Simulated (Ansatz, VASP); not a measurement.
## AgI: VASP beside Ansatz

```
CELL_PARAMETERS angstrom
4.59000 0.00000 0.00000
-2.29500 3.97506 0.00000
0.00000 0.00000 7.52000
ATOMIC_POSITIONS crystal
Ag 0.66667 0.33333 0.63000
Ag 0.33333 0.66667 0.13000
I 0.66667 0.33333 0.00000
I 0.33333 0.66667 0.50000
```

Alike in both runs: task relaxation of cell and atoms; functional PBE; k mesh 6 × 6 × 4; occupations gaussian, width 0.02 eV; no spin polarisation.

|  | VASP | Ansatz |
| --- | --- | --- |
| version | VASP 6.6.1 | Ansatz 0.2.0 |
| potentials or method | VASP PAW PBE potentials, release 64 (Ag, I), cutoff 500 eV | scalar-relativistic, plane waves, PAW |
| valence electrons in the cell | 36 | 72 |

|  | VASP | Ansatz | Ansatz less VASP |
| --- | --- | --- | --- |
| gap on the k mesh at the Fermi level, each at its own relaxed structure (eV) | 1.37 | 1.37 | -0.002 |
| relaxed volume (Å³/atom) | 36.38 | 36.44 | +0.057 |
| relaxed cell length with the largest relative difference (Å) | 7.660 | 7.664 | +0.0047 |

VASP's potentials hold 36 valence electrons a cell and Ansatz's 72, so a difference there can come from the potentials and not from the codes.

Spin-orbit coupling is off throughout.
